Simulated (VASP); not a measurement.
Input of a VASP 6.6.1 run:

File INCAR:

```
SYSTEM = Si11O24
ALGO = Normal ; EDIFF = 1E-6
ENCUT = 520 ; GGA = PE
GGA_COMPAT = .FALSE. ; ISIF = 2
ISMEAR = 0 ; ISPIN = 2
LASPH = .TRUE. ; LCHARG = .FALSE.
LORBIT = 11 ; LREAL = Auto
LWAVE = .FALSE. ; MAGMOM = 0 0 0 0 0 0 0 0 0 0 0 0.05 0 0 0 0 0.16 0.24 0 0 0 0 0 0 0.01 0 0.11 0.02 0 0 0.01 0.17 0 0 0.01
NBANDS = 121 ; NELECT = 191.0
NELM = 200 ; NUPDOWN = 1.0
PREC = Accurate ; SIGMA = 0.01
```

Contents of KPOINTS:

```
Automatic mesh
0
Gamma
  1 1 1
  0.25 0.25 0.25
```

Contents of POSCAR:

```
Si11O24
1.0
   -2.5104095100      4.3481568300      5.5092742100
    5.0208190300      0.0000000000      5.5092742100
    5.0208190300      8.6963136500      0.0000000000
Si O
11 24
Direct
    0.4017934738      0.9146684427      0.0410049708
    0.8829961290      0.4480058796      0.2679335707
   -0.0085255788      0.0019943239      0.2662151568
    0.5042705309      0.4899998975      0.0099593385
    0.0873967327      0.5659976383      0.4488125236
    0.5871783224      0.0594502452      0.2124126450
    0.4046141909      0.9411682551      0.5544970407
    0.9073571760      0.4225646093      0.7781463556
    0.0020612472     -0.0029278755      0.7600050442
    0.1165966968      0.5638123117      0.9302851546
    0.6041170431      0.0914352221      0.7134684319
    0.0352500365      0.5015962397      0.3273225882
    0.5532031008      0.9635548768      0.1014409620
    0.0428352457      0.8116930431      0.3959458127
    0.5509455947      0.2957792459      0.1394924587
    0.1797930405      0.0116341235      0.1222314082
    0.6683293186      0.5670576670      0.3131909214
    0.3015305075      0.4554967782      0.4606858200
    0.8171335070      0.9812138899      0.2120999047
    0.4249015520      0.6795097358      0.0776172858
    0.9290059614      0.2018098711      0.3171851229
    0.4417799135      0.0158270982      0.3725032669
    0.9686487005      0.4954630463      0.0867955556
    0.0789056206      0.4751346690      0.8176603012
    0.5519565541      1.0375532112      0.5872280185
    0.0803440698      0.8028476832      0.8832405566
    0.6181450425      0.3028625195      0.6951348971
    0.1696178933      0.0542731495      0.6111820663
    0.7007814072      0.5178832079      0.8804390615
    0.3369479053      0.4679855746      0.9517924029
    0.8235553663      0.9427408258      0.7335312570
    0.4235268747      0.7169261193      0.6285923701
    0.9379532341      0.1833312845      0.8326675716
    0.4402616184      0.0042563077      0.8669460759
    0.9205896988      0.5239749545      0.6074680345
```

Potentials or basis: VASP PAW PBE potentials, release 64 (Si, O).

Run with:

```bash
$ cat potpaw_PBE.64/Si/POTCAR potpaw_PBE.64/O/POTCAR > POTCAR
$ mpirun -np 1 vasp_std > vasp.out
```

Problem. What does it give for the largest force?

Solution. 0.165 eV/Å.

Forces on the atoms (eV/Å):
```
Si   0.004  0.019 -0.023
Si  -0.118  0.047  0.029
Si  -0.013 -0.012  0.004
Si   0.015  0.033  0.011
Si   0.093 -0.067 -0.044
Si  -0.034  0.004  0.019
Si   0.026 -0.098  0.130
Si   0.019 -0.008 -0.003
Si   0.037  0.018 -0.019
Si  -0.040  0.015  0.012
Si  -0.045 -0.017 -0.125
O   -0.002 -0.016  0.002
O    0.010 -0.006 -0.012
O   -0.029  0.017 -0.028
O   -0.006 -0.006 -0.011
O    0.002  0.018 -0.018
O    0.138 -0.050 -0.044
O   -0.094  0.095  0.041
O    0.015  0.006  0.004
O    0.000 -0.023  0.009
O    0.038 -0.018  0.036
O    0.018  0.022 -0.026
O    0.004  0.027 -0.012
O    0.017 -0.006 -0.012
O    0.019  0.000 -0.025
O   -0.009 -0.020  0.004
O    0.067  0.013  0.123
O   -0.017 -0.003  0.024
O   -0.014  0.005 -0.004
O    0.025 -0.009 -0.003
O    0.003  0.000  0.000
O   -0.054  0.062 -0.114
O   -0.003 -0.009  0.001
O   -0.046 -0.017  0.049
O   -0.026 -0.017  0.026
```

Caveat: the k points lie up to 0.92 Å⁻¹ apart, too coarse for converged energies, forces and pressures; the cell carries a net charge on a neutralising background, which shifts energy and pressure; the total moment is fixed, so each spin has its own Fermi level and the state may be an excited one.
